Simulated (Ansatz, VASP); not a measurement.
# One calculation of WO, two programs

File INCAR:

```
SYSTEM = WO
ALGO     = Normal         ! electronic algorithm
EDIFF    = 1E-6           ! SCF threshold, eV
EDIFFG   = -0.05          ! ionic threshold
ENCUT    = 600            ! plane-wave cutoff, eV
GGA      = PS             ! functional
IBRION   = 2              ! ionic algorithm
ISIF     = 3              ! what is computed and relaxed
ISMEAR   = 0              ! smearing method
LASPH    = .True.         ! aspherical terms in the spheres
LCHARG   = .False.        ! write CHGCAR
LREAL    = .False.        ! projectors in reciprocal space
LWAVE    = .False.        ! write WAVECAR
NELM     = 80             ! most SCF steps
NSW      = 100            ! ionic steps
PREC     = Accurate       ! precision mode
SIGMA    = 0.1            ! smearing width, eV
```

File KPOINTS:

```
k-points
0
Gamma
  6 6 4
  0 0 0
```

The input POSCAR:

```
WO
1.0
    2.9201847343      0.0000000000      0.0000000000
   -1.4600923672      2.5289541637      0.0000000000
    0.0000000000      0.0000000000      4.5262863382
W O
2 2
Direct
    0.0000000000      0.0000000000      0.0000000000
    0.0000000000      0.0000000000      0.5000000000
    0.3333333333      0.6666666667      0.2500000000
    0.6666666667      0.3333333333      0.7500000000
```

Input for Ansatz:

```yaml
crystal:
  lattice:
    - [2.9201847343, 0.0, 0.0]
    - [-1.4600923672, 2.5289541637, 0.0]
    - [0.0, 0.0, 4.5262863382]
  atoms:
    - { symbol: W, position: [0.0, 0.0, 0.0] }
    - { symbol: W, position: [0.0, 0.0, 0.5] }
    - { symbol: O, position: [0.3333333333, 0.6666666667, 0.25] }
    - { symbol: O, position: [0.6666666667, 0.3333333333, 0.75] }
basis:
  ecutwfc: 420
kpoints:
  mp_grid: { grid: [6, 6, 4] }
hamiltonian:
  xc: pbesol
scf:
  occupations: { method: gaussian, width: 0.1 }
output:
  forces: true
  stress: true
  eigenvalues: true
relax:
  adjacent_minimum: "off"
  f_tol: 0.05
  max_steps: 80
  cell: { stress_tol: 0.5 }
```

Alike in both runs: task relaxation of cell and atoms; functional PBEsol; k mesh 6 × 6 × 4; occupations gaussian, width 0.1 eV; no spin polarisation.

```csv
,VASP,Ansatz
version,VASP 6.6.1,Ansatz 0.2.0
potentials or method,"VASP PAW PBE potentials, release 64 (W_sv, O), cutoff 600 eV","scalar-relativistic, plane waves, PAW"
valence electrons in the cell,40,40
```

|  | VASP | Ansatz | Ansatz less VASP |
| --- | --- | --- | --- |
| gap on the k mesh at the Fermi level, each at its own relaxed structure (eV) | none | none | - |
| relaxed volume (Å³/atom) | 10.34 | 10.42 | +0.075 |
| relaxed length of the cell vector where the two differ most in proportion (Å) | 6.158 | 6.248 | +0.0904 |

VASP's potentials were made for PBE, not for PBEsol. A gap of «none» marks a metal or a gap that the smearing closes.

The k mesh is coarse, so the values compare programs but aren't converged. Neither program's run includes spin-orbit coupling. Noted on VASP's run: the volume moved by over 15 % at a fixed basis, so the end points are rough.
